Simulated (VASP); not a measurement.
Write the native input for VASP 6.6.1 that does the following.

```yaml
Task: single point
Functional: PBE
Potentials_or_basis: VASP PAW PBE potentials, release 64 (Ga_d, Sb)
Cutoff: 520 eV
k_mesh: 18 × 18 × 18
Occupations: gaussian, width 0.15 eV
Spin: no spin polarisation
Dipole_correction: no
Further_INCAR_settings: ALGO = Normal; EDIFF = 1e-07; NBANDS = 16
```

The structure of GaSb lies in POSCAR:

```
GaSb
1.0
   -1.5559010000      2.6750030000      2.8933130000
    1.5559010000     -2.6750030000      2.8933130000
    1.5559010000      2.6750030000     -2.8933130000
Ga Sb
1 1
Direct
    0.0000000000      0.0000000000      0.0000000000
    0.5000000000      0.5000000000      0.0000000000
```

The input as run:

INCAR

```
SYSTEM = GaSb
PREC     = Accurate       ! precision mode
ENCUT    = 520            ! plane-wave cutoff, eV
EDIFF    = 1E-7           ! SCF threshold, eV
ISMEAR   = 0              ! smearing method
SIGMA    = 0.15           ! smearing width, eV
LREAL    = .False.        ! projectors in reciprocal space
LASPH    = .True.         ! aspherical terms in the spheres
NELM     = 100            ! most SCF steps
ALGO     = Normal         ! electronic algorithm
ISIF     = 2              ! what is computed and relaxed
LWAVE    = .False.        ! write WAVECAR
LCHARG   = .False.        ! write CHGCAR
GGA      = PE             ! functional
NBANDS   = 16             ! bands
```

KPOINTS

```
regular mesh
0
Gamma
  18 18 18
  0 0 0
```

Potentials or basis: VASP PAW PBE potentials, release 64 (Ga_d, Sb).

Launch:

```console
$ cat potpaw_PBE.64/Ga_d/POTCAR potpaw_PBE.64/Sb/POTCAR > POTCAR
$ mpirun -np 1 vasp_std > vasp.out
```

It gave:

```json
{"Pressure": "0.0 GPa", "Band gap on the k mesh": "zero (band 9 reaches 8.50 eV, above the bottom of band 10 at 3.65 eV)"}
```

Caveat: spin-orbit coupling is left out, which moves the levels of the heavy elements.

Run time: 7.3 min on 1 thread of AMD EPYC 7R43 64-Core Processor (Zen 3), on a shared host, peak memory 0.71 GiB.
